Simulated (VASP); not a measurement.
# BP (F-43m) in VASP: a series of runs, part 2 of 2

VASP 6.6.1.

## 3. Relaxation of cell and atoms, HSE06

File POSCAR:

```
BP
1.0
    0.0000000000      2.2683155811      2.2683155811
    2.2683155811      0.0000000000      2.2683155811
    2.2683155811      2.2683155811      0.0000000000
B P
1 1
Direct
    0.0000000000      0.0000000000      0.0000000000
    0.2500000000      0.2500000000      0.2500000000
```

File INCAR.step1:

```
SYSTEM = BP
PREC = Accurate ; ENCUT = 600
EDIFF = 1E-5 ; ISMEAR = -1
SIGMA = 0.02 ; LREAL = .FALSE.
LASPH = .TRUE. ; NELM = 60
ALGO = Normal ; LWAVE = .TRUE.
LCHARG = .FALSE. ; GGA = PE
NBANDS = 11
```

File INCAR.step2:

```
SYSTEM = BP
PREC = Accurate ; ENCUT = 600
EDIFF = 1E-7 ; ISMEAR = -1
SIGMA = 0.02 ; LREAL = .FALSE.
LASPH = .TRUE. ; NELM = 60
ALGO = Normal ; ISIF = 3
LWAVE = .FALSE. ; LCHARG = .FALSE.
GGA = PE ; LHFCALC = .TRUE.
HFSCREEN = 0.2079 ; PRECFOCK = Normal
IBRION = 2 ; NSW = 80
EDIFFG = -0.005 ; ISTART = 1
```

File KPOINTS:

```
Automatic mesh
0
G
  6 6 6
  0 0 0
```

Potentials or basis: VASP PAW PBE potentials, release 64 (B, P).

On the command line:

```
$ cat potpaw_PBE.64/B/POTCAR potpaw_PBE.64/P/POTCAR > POTCAR
$ cp INCAR.step1 INCAR
$ mpirun -np 1 vasp_std > vasp.out
$ cp INCAR.step2 INCAR
$ mpirun -np 1 vasp_std > vasp.out
```

OUTCAR:

```text
SYSTEM = BP
   PREC = Accurate
   ENCUT = 600
   EDIFF = 1E-7
   ISMEAR = -1
   LREAL = .FALSE.
   LASPH = .TRUE.
   NELM = 60
   ISIF = 3
   GGA = PE
   LHFCALC = .TRUE.
   HFSCREEN = 0.2079
   PRECFOCK = Normal
   IBRION = 2
   NSW = 80
   EDIFFG = -0.005
   ISTART = 1

 ion  position               nearest neighbor table
   1  0.000  0.000  0.000-   2 1.96   2 1.96   2 1.96   2 1.96
   2  0.250  0.250  0.250-   1 1.96   1 1.96   1 1.96   1 1.96

  LATTYP: Found a face centered cubic cell.
 ALAT       =     4.5366311622

  Lattice vectors:

 A1 = (   0.0000000000,   2.2683155811,   2.2683155811)
 A2 = (   2.2683155811,   0.0000000000,   2.2683155811)
 A3 = (   2.2683155811,   2.2683155811,   0.0000000000)

Analysis of symmetry for initial positions (statically):
=====================================================================
 Subroutine PRICEL returns:
 Original cell was already a primitive cell.

 Routine SETGRP: Setting up the symmetry group for a
 face centered cubic supercell.

 Subroutine GETGRP returns: Found 24 space group operations
 (whereof 24 operations were pure point group operations)
 out of a pool of 48 trial point group operations.

The static configuration has the point symmetry T_d .

Analysis of symmetry for dynamics (positions and initial velocities):
=====================================================================
 Subroutine PRICEL returns:
 Original cell was already a primitive cell.

 Routine SETGRP: Setting up the symmetry group for a
 face centered cubic supercell.

 Subroutine GETGRP returns: Found 24 space group operations
 (whereof 24 operations were pure point group operations)
 out of a pool of 48 trial point group operations.

The dynamic configuration has the point symmetry T_d .

[... 103 lines left out ...]
   EFERMI =   0.00;   METHOD = LEGACY
   ISMEAR =    -1;   SIGMA  =   0.02  broadening in eV -4-tet -1-fermi 0-gaus
   EFERMI_NEDOS =   21; number of points for ismear=-14 and -15
   IALGO  =     38    algorithm
   IMIX   =      1    mixing-type and parameters
     AMIX     =   0.40;   BMIX     =  1.00
     AMIX_MAG =   1.60;   BMIX_MAG =  1.00
  volume/ion in A,a.u.               =      11.67        78.76
  Fermi-wavevector in a.u.,A,eV,Ry     =   1.145666  2.164995 17.858334  1.312551
  Thomas-Fermi vector in A             =   2.282353
   LORBIT       =      0    0 simple, 1 ext, 2 COOP (PROOUT), +10 PAW based schemes
   GGA     = PE    functional components
   LHFCALC =     T    Hartree Fock is set to
   PRECFOCK=normal    Normal, Fast or Accurate (Low or Medium for compatibility)
   ENCUT4O =  -1.0   cutoff for four orbital integrals eV
   NKREDX  =     1    reduce k-point grid by
   NKREDY  =     1    reduce k-point grid by
   NKREDZ  =     1    reduce k-point grid by
   AEXX    =    0.2500 exact exchange contribution
   HFSCREEN=    0.2079 screening length (either q_TF or 0.3 A-1)
   HFSCREENC=   0.2079 screening length for correlation (either q_TF or 0.3 A-1)
   ENCUTFOCK=  -1.0 apply spherical cutoff to Coloumb kernel
   IVDW    =     0    specifies the selected vdW correction
   LEPSILON=     F    determine dielectric tensor
   LRPA    =     F    only Hartree local field effects (RPA)
 conjugate gradient relaxation of ions
 non-spin polarized calculation
  energy-cutoff  :      600.00
  volume of cell :       23.34
 maximum number of plane-waves:       791
 NGX is ok and might be reduce to    28
  NGX = 20; NGY = 20; NGZ = 20

--------------------------------------- Ionic step        1  -------------------------------------------

 number of electron       8.0000000 magnetization

 Free energy of the ion-electron system (eV)
  ---------------------------------------------------
  ext. energy  EPLUGINS =         0.00000000
  ---------------------------------------------------
  free energy    TOTEN  =       -14.82597802 eV

  energy without entropy =      -14.82597802  energy(sigma->0) =      -14.82597802

------------------------ aborting loop because EDIFF is reached ----------------------------------------

  FORCE on cell =-STRESS in cart. coord.  units (eV):
  Direction    XX          YY          ZZ          XY          YZ          ZX
  --------------------------------------------------------------------------------------
  -------------------------------------------------------------------------------------
  Total       -0.2735312     -0.2735312     -0.2735312      0.0000000      0.0000000     -0.0000000
  in kB      -18.7748708    -18.7748708    -18.7748708      0.0000000      0.0000000     -0.0000000
  external PRESSURE =     -18.7748708 kB  Pullay stress =       0.0000000 kB
[... 59 lines left out ...]
--------------------------------------- Ionic step        3  -------------------------------------------

 number of electron       8.0000000 magnetization

 Free energy of the ion-electron system (eV)
  ---------------------------------------------------
  ext. energy  EPLUGINS =         0.00000000
  ---------------------------------------------------
  free energy    TOTEN  =       -14.82748416 eV

  energy without entropy =      -14.82748416  energy(sigma->0) =      -14.82748416

 E-fermi :   7.5773     XC(G=0):  -9.0463

 val. band max:        7.1475618047   @ k =   0.0000   0.0000   0.0000
 cond. band min:       9.1846702991   @ k =   0.5000   0.5000   0.0000
 fundamental gap:      2.0371084944
 Fermi energy:         7.5772972505

 k-point     1 :       0.0000    0.0000    0.0000
  band No.  band energies     occupation
      1     -10.0586      2.00000
      2       7.1476      2.00000
      3       7.1476      2.00000
      4       7.1476      2.00000
      5      11.5021      0.00000
      6      11.5021      0.00000
      7      11.5021      0.00000
      8      16.0265      0.00000
[... 192 lines left out ...]
  FREE ENERGIE OF THE ION-ELECTRON SYSTEM (eV)
  ---------------------------------------------------
  free  energy   TOTEN  =       -14.8274841643 eV

  energy  without entropy=      -14.8274841643  energy(sigma->0) =      -14.82748416

 reached required accuracy - stopping structural energy minimisation
```

OUTCAR.step1:

```text
SYSTEM = BP
   PREC = Accurate
   ENCUT = 600
   EDIFF = 1E-5
   ISMEAR = -1
   LREAL = .FALSE.
[... 434 lines left out ...]
      0.00000      0.00000      0.00000         0.000000      0.000000      0.000000
      1.13416      1.13416      1.13416        -0.000000     -0.000000     -0.000000
 -----------------------------------------------------------------------------------
    total drift:                               -0.000000     -0.000000      0.000000

  FREE ENERGIE OF THE ION-ELECTRON SYSTEM (eV)
  ---------------------------------------------------
  free  energy   TOTEN  =       -12.9148198185 eV

  energy  without entropy=      -12.9148198185  energy(sigma->0) =      -12.91481982
```

Run time: 8 min. Hardware: 1 thread of Intel Xeon 6975P-C (Granite Rapids), shared host; peak memory 0.26 GiB.

Results:

| Item | Value |
| --- | --- |
| Free energy | -14.8275 eV |
| Relaxed volume | 11.54 Å³/atom |
| Relaxed cell | a = 3.196 Å, b = 3.196 Å, c = 3.196 Å, α = 60.00°, β = 60.00°, γ = 60.00° |
| Space group after relaxing (to 0.1 Å) | F-43m (No. 216) |
| Energy gained by relaxing | 0.8 meV/atom |
| Ionic steps | 3 |
| Pressure after relaxing | 0.0 GPa |
| Band gap on the k mesh | 2.04 eV (least direct gap 4.35 eV) |

The path:
| step | energy change (eV) | largest force (eV/Å) | pressure (GPa) | volume (Å³) |
| --- | --- | --- | --- | --- |
| 1 | 0.0000 | 0.0000 | -1.88 | 23.34 |
| 2 | -0.0005 | 0.0000 | 1.57 | 22.88 |
| 3 | -0.0015 | 0.0000 | 0.00 | 23.09 |

Final structure:
```
CELL_PARAMETERS angstrom
0.00000 2.26006 2.26006
2.26006 0.00000 2.26006
2.26006 2.26006 0.00000
ATOMIC_POSITIONS crystal
B 0.00000 0.00000 0.00000
P 0.25000 0.25000 0.25000
```

Levels at points of the mesh, in eV from the valence-band top:
| k point | band 2 | band 3 | band 4 | band 5 | band 6 | band 7 |
| --- | --- | --- | --- | --- | --- | --- |
| (0.00, 0.00, 0.00) | 0.00 | 0.00 | 0.00 | 4.35 | 4.35 | 4.35 |
| (0.50, 0.00, 0.00) | -10.09 | -1.95 | -1.95 | 4.81 | 5.73 | 5.73 |
| (0.50, 0.50, 0.00) | -9.64 | -4.57 | -4.57 | 2.04 | 2.40 | 13.95 |

Caveat: the PAW data sets were made with another functional, which shifts forces and pressure a little.

## 4. Relaxation of cell and atoms, r2SCAN

This run uses another cell than the first one, of 11.76 Å³/atom.

File POSCAR:

```
BP
1.0
    0.0000000000      2.2742185874      2.2742185874
    2.2742185874      0.0000000000      2.2742185874
    2.2742185874      2.2742185874      0.0000000000
B P
1 1
Direct
    0.0000000000      0.0000000000      0.0000000000
    0.2500000000      0.2500000000      0.2500000000
```

File INCAR.step1:

```
  ALGO = Normal
  EDIFF = 1E-4
  ENCUT = 600
  GGA = PE
  ISMEAR = -1
  LASPH = True
  LCHARG = False
  LREAL = False
  LWAVE = True
  NELM = 80
  PREC = Accurate
  SIGMA = 0.02
```

File INCAR.step2:

```
  ALGO = Normal
  EDIFF = 1E-6
  EDIFFG = -0.005
  ENCUT = 600
  IBRION = 2
  ISIF = 3
  ISMEAR = -1
  ISTART = 1
  LASPH = True
  LCHARG = False
  LMIXTAU = True
  LREAL = False
  LWAVE = False
  METAGGA = R2SCAN
  NELM = 80
  NSW = 80
  PREC = Accurate
  SIGMA = 0.02
```

File KPOINTS:

```
k-points
0
Gamma
  8 8 8
```

On the command line:

```
$ cat potpaw_PBE.64/B/POTCAR potpaw_PBE.64/P/POTCAR > POTCAR
$ cp INCAR.step1 INCAR
$ mpirun -np 1 vasp_std > vasp.out
$ cp INCAR.step2 INCAR
$ mpirun -np 1 vasp_std > vasp.out
```

Wall time 2.2 min (1 thread of Intel Xeon 8259CL, shared host); peak memory 0.16 GiB.

Results (log left out):

```yaml
Free_energy: -17.3122 eV
Relaxed_volume: 11.64 Å³/atom
Relaxed_cell: a = 3.205 Å, b = 3.205 Å, c = 3.205 Å, α = 60.00°, β = 60.00°, γ = 60.00°
Space_group_after_relaxing_to_0.1_Å: F-43m (No. 216)
Energy_gained_by_relaxing: 0.7 meV/atom
Ionic_steps: 3
Pressure_after_relaxing: 0.0 GPa
Band_gap_on_the_k_mesh: 1.47 eV (least direct gap 3.65 eV)
```

Step by step:
```csv
step,energy change (eV),largest force (eV/Å),pressure (GPa),volume (Å³)
1,0.0000,0.0000,-1.79,23.52
2,-0.0005,0.0000,1.46,23.08
3,-0.0014,0.0000,0.00,23.27
```

Final structure:
```
B P
1.0
     0.00000    2.26610    2.26610
     2.26610    0.00000    2.26610
     2.26610    2.26610    0.00000
B P
1 1
Direct
  0.00000 0.00000 0.00000
  0.25000 0.25000 0.25000
```

Levels at points of the mesh, in eV from the valence-band top:
| k point | band 1 | band 2 | band 3 | band 4 | band 5 | band 6 | band 7 | band 8 |
| --- | --- | --- | --- | --- | --- | --- | --- | --- |
| (0.00, 0.00, 0.00) | -16.29 | 0.00 | 0.00 | 0.00 | 3.65 | 3.65 | 3.65 | 8.07 |
| (0.50, 0.00, 0.00) | -12.79 | -9.53 | -1.87 | -1.87 | 4.16 | 5.03 | 5.03 | 10.93 |
| (0.50, 0.50, 0.00) | -11.11 | -9.15 | -4.36 | -4.36 | 1.53 | 1.91 | 13.10 | 13.10 |

Caveat: the PAW data sets were made with another functional, which shifts forces and pressure a little.

## 5. Summary

| task | level | cell | k mesh | cutoff (eV) | smearing | grid for exact exchange (PRECFOCK) | share of exact exchange | screening parameter | gap on the mesh (eV) | pressure (GPa) | relaxed volume (Å³/atom) |
| --- | --- | --- | --- | --- | --- | --- | --- | --- | --- | --- | --- |
| single point | r2SCANh | a = 3.208 Å, angles 60.0°, 2 atoms | 6 × 6 × 6 | 520 | gaussian 0.01 eV | Normal | 0.1 | - | 2.07 | -1.3 | - |
| relaxation of cell and atoms | HSE06 | relaxed from a = 3.208 Å, angles 60.0°, 2 atoms | 6 × 6 × 6 | 600 | fermi-dirac 0.02 eV | Normal | 0.25 | 0.2079 1/Å | 2.04 | 0.0 | 11.54 |
| relaxation of cell and atoms | r2SCAN | relaxed from a = 3.216 Å, angles 60.0°, 2 atoms | 8 × 8 × 8 | 600 | fermi-dirac 0.02 eV | - | - | - | 1.47 | 0.0 | 11.64 |

Alike in all rows: potentials or basis VASP PAW PBE potentials, release 64 (B, P); no spin polarisation.

Caveats: the PAW data sets were made with another functional, which shifts forces and pressure a little.

Absolute energies hang on the potentials; compare differences alone.
